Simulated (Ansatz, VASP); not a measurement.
# Se: VASP beside Ansatz

```xyz
2
Lattice="0.0000 2.3325 2.3325 2.3325 0.0000 2.3325 2.3325 2.3325 0.0000" Properties=species:S:1:pos:R:3 pbc="T T T"
Se   -0.5831   -0.5831   -0.5831
Se    0.5831    0.5831    0.5831
```

Change from the starting cell: volume scaled by 0.4, crystal datasets.

Alike in both runs: task single point; functional PBE; k mesh 11 × 11 × 11; occupations fermi-dirac, width 0.1 eV; no spin polarisation.

|  | VASP | Ansatz |
| --- | --- | --- |
| version | VASP 6.6.1 | Ansatz 0.2.0 |
| potentials or method | VASP PAW PBE potentials, release 64 (Se), cutoff 520 eV | all-electron PAW with datasets made for the crystal, scalar-relativistic |

VASP gave:

| Item | Value |
| --- | --- |
| pressure (GPa) | 216.1 |

Question: Which values does Ansatz return?

Answer: Pressure (GPa): 212.3.

Both programs put the cell under a high pressure, so it lies far from rest at this level. Ansatz ran all-electron here, and VASP with PAW potentials.

Noted on VASP's run: the cell as given lies far from equilibrium.
